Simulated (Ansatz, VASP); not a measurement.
This is a calculation of Tc for Ansatz 0.2.0.

The input input.yaml:

```yaml
crystal:
  lattice:
    - [0.0, 1.95, 1.95]
    - [1.95, 0.0, 1.95]
    - [1.95, 1.95, 0.0]
  atoms:
    - { symbol: Tc, position: [0.0, 0.0, 0.0] }
hamiltonian:
  xc: r2scan
  pseudopotentials: { kind: paw }
  dispersion: rvv10
kpoints:
  mp_grid: { grid: [12, 12, 12] }
scf:
  occupations: { method: fermi_dirac, width: 0.05 }
output:
  forces: true
  stress: true
  eigenvalues: true
relax:
  f_tol: 0.01
  max_steps: 40
  cell: { stress_tol: 0.05 }
```

Potentials or basis: Ansatz PAW earlier set.

Run with:

```sh
$ ansatz run input.yaml --threads 2 --pin off --max-ram 5632MiB --backend cpu --events-out ev --progress --plain --runs-dir out
```

Task: Translate it to VASP 6.6.1. Potentials there: VASP PAW PBE potentials, release 64 (Tc_sv).

Result: As run (the cutoff follows the program's own potentials):

File POSCAR:

```
Tc
1.0
    0.0000000000      1.9500000000      1.9500000000
    1.9500000000      0.0000000000      1.9500000000
    1.9500000000      1.9500000000      0.0000000000
Tc
1
Direct
    0.0000000000      0.0000000000      0.0000000000
```

Contents of INCAR.step1:

```
PREC = Accurate
ENCUT = 620
ISMEAR = -1
SIGMA = 0.05
LREAL = F
LASPH = T
NELM = 120
GGA = PE
ALGO = Normal
EDIFF = 1E-5
LWAVE = T
LCHARG = F
GGA_COMPAT = F
IBRION = 2
ISIF = 3
EDIFFG = -0.005
NELMIN = 4
NSW = 100
```

Contents of INCAR.step2:

```
PREC = Accurate
ENCUT = 620
EDIFF = 1E-7
ISMEAR = -1
SIGMA = 0.05
LREAL = F
LASPH = T
NELM = 120
ALGO = Normal
ISIF = 3
LWAVE = F
LCHARG = F
METAGGA = R2SCAN
LMIXTAU = T
LUSE_VDW = T
IVDW_NL = 2
BPARAM = 11.95
CPARAM = 0.0093
IBRION = 2
NSW = 60
EDIFFG = -0.01
ISTART = 1
GGA_COMPAT = F
NELMIN = 4
```

The input KPOINTS:

```
regular mesh
0
Gamma
  12 12 12
```

Potentials or basis: VASP PAW PBE potentials, release 64 (Tc_sv).

Launch:

```console
$ cat potpaw_PBE.64/Tc_sv/POTCAR > POTCAR
$ cp INCAR.step1 INCAR
$ mpirun -np 1 vasp_std > vasp.out
$ cp INCAR.step2 INCAR
$ mpirun -np 1 vasp_std > vasp.out
```

Both were run:

|  | VASP | Ansatz | Ansatz less VASP |
| --- | --- | --- | --- |
| gap on the k mesh at the Fermi level, each at its own relaxed structure (eV) | none | none | - |
| relaxed volume (Å³/atom) | 14.20 | 14.18 | -0.024 |
| relaxed length of the cell vector where the two differ most in proportion (Å) | 2.718 | 2.717 | -0.0016 |

VASP's potentials were made for PBE, not for r2SCAN. A gap of «none» marks a metal or a gap that the smearing closes.

Noted on Ansatz's run: the plane-wave basis is chosen anew once the cell has moved, so the energies of steps on either side of that aren't comparable.
